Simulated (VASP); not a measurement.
Input of a VASP 6.6.1 run:

Contents of INCAR:

```
PREC = Accurate
ENCUT = 600
EDIFF = 1E-7
ISMEAR = 0
SIGMA = 0.1
LREAL = False
LASPH = True
NELM = 100
ALGO = Normal
ISIF = 3
LWAVE = False
LCHARG = False
GGA = PE
IBRION = 2
NSW = 100
EDIFFG = -0.01
```

Contents of KPOINTS:

```
regular mesh
0
Gamma
  20 20 20
```

Contents of POSCAR:

```
Li
1.0
    2.7384129878      0.0000000000      0.0000000000
    0.0000000000      2.7384129878      0.0000000000
    0.0000000000      0.0000000000      2.7384129878
Li
1
Direct
    0.0000000000      0.0000000000      0.0000000000
```

Potentials or basis: VASP PAW PBE potentials, release 64 (Li_sv).

Run with:

```sh
$ cat potpaw_PBE.64/Li_sv/POTCAR > POTCAR
$ mpirun -np 1 vasp_std > vasp.out
```

Q: Predict the relaxed cell.

A: a = 2.725 Å, b = 2.725 Å, c = 2.725 Å, α = 90.00°, β = 90.00°, γ = 90.00°.

Q: What does it give for the relaxed volume?

A: 20.24 Å³/atom.

Q: Predict the band gap on the k mesh.

A: Zero (an odd number of electrons rules out a gap without spin polarisation).

Q: What does it give for the space group after relaxing (to 0.1 Å)?

A: Pm-3m (No. 221).

Step by step:
```
step  energy change (eV)  largest force (eV/Å)  pressure (GPa)  volume (Å³)
   1              0.0000                0.0000           -0.20        20.54
   2             -0.0001                0.0000           -0.16        20.46
   3             -0.0002                0.0000           -0.03        20.24
```

Caveat: the cutoff is under 1.25 times the usual one of these potentials, so pressure, stress and relaxed cells hold a basis-set (Pulay) error.
